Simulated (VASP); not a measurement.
The system is MnS.

```
Mn S
1.0
     0.00000    2.47346    2.47346
     2.47346    0.00000    2.47346
     2.47346    2.47346    0.00000
Mn S
1 1
Direct
  0.00000 0.00000 0.00000
  0.75000 0.75000 0.75000
```

Base run:

| Item | Value |
| --- | --- |
| Program | VASP 6.6.1 |
| Functional | PBE |
| Potentials or basis | VASP PAW PBE potentials, release 64 (Mn_pv, S) |
| Cutoff | 520 eV |
| k mesh | 8 × 8 × 8 |
| Occupations | fermi-dirac, width 0.05 eV |
| Spin | collinear spin, ferromagnetic start |
| Starting moments | [5.0, 0.0] μB |
| Fixed moment | 5 μB |

Its results: pressure 58.6 GPa; site moments Mn +4.17; S +0.20 μB.

After a change of settings the same cell gave: pressure 38.2 GPa; site moments Mn +3.56; S +0.06 μB. Which change was it?
A. fixed moment from 5 μB to 4 μB; moments at the start from [5.0, 0.0] to [4.0, 0.0]
B. fixed moment from 5 μB to 2 μB; moments at the start from [5.0, 0.0] to [2.0, 0.0]
C. functional from PBE to PBEsol; further incar settings from ALGO = Normal; EDIFF = 1e-07; NBANDS = 20 to ALGO = Normal; EDIFF = 1e-06; NBANDS = 20

A.

Caveats: the cell stands under pressure; the total moment is fixed, so each spin has its own Fermi level; a cell with one magnetic atom can't hold antiferromagnetic order, which such compounds often take.
